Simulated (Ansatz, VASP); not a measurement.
RbOs2: VASP beside Ansatz

```
CELL_PARAMETERS angstrom
5.38003 0.00000 0.00000
0.00000 5.38003 0.00000
0.00000 0.00000 17.00000
ATOMIC_POSITIONS crystal
Rb 0.00000 0.00000 0.50000
Os 0.50000 0.50000 0.58486
Os 0.50000 0.50000 0.41514
```

Change from the starting cell: species swapped into a sheet of the LaSi2 type.

Alike in both runs: task single point; functional PBE; k mesh 4 × 4 × 1; occupations gaussian, width 0.1 eV; no spin polarisation.

|  | VASP | Ansatz |
| --- | --- | --- |
| version | VASP 6.6.1 | Ansatz 0.2.0 |
| potentials or method | VASP PAW PBE potentials, release 64 (Rb_sv, Os), cutoff 520 eV | scalar-relativistic, plane waves, PAW |
| valence electrons in the cell | 25 | 41 |

```csv
,VASP,Ansatz,Ansatz less VASP
gap on the k mesh at the Fermi level (eV),none,none,-
rms of the force components (eV/Å),2.446,2.473,+0.0271
```

Atom by atom the forces differ by 0.027 eV/Å (rms over components). A gap of «none» marks a metal or a gap that the smearing closes. With one functional, cell and mesh, what is left measures potentials, basis and numerics. VASP's potentials hold 25 valence electrons a cell and Ansatz's 41, so a difference there can come from the potentials and not from the codes. Ansatz's warnings: slab cell height set.

Neither program's run includes spin-orbit coupling.
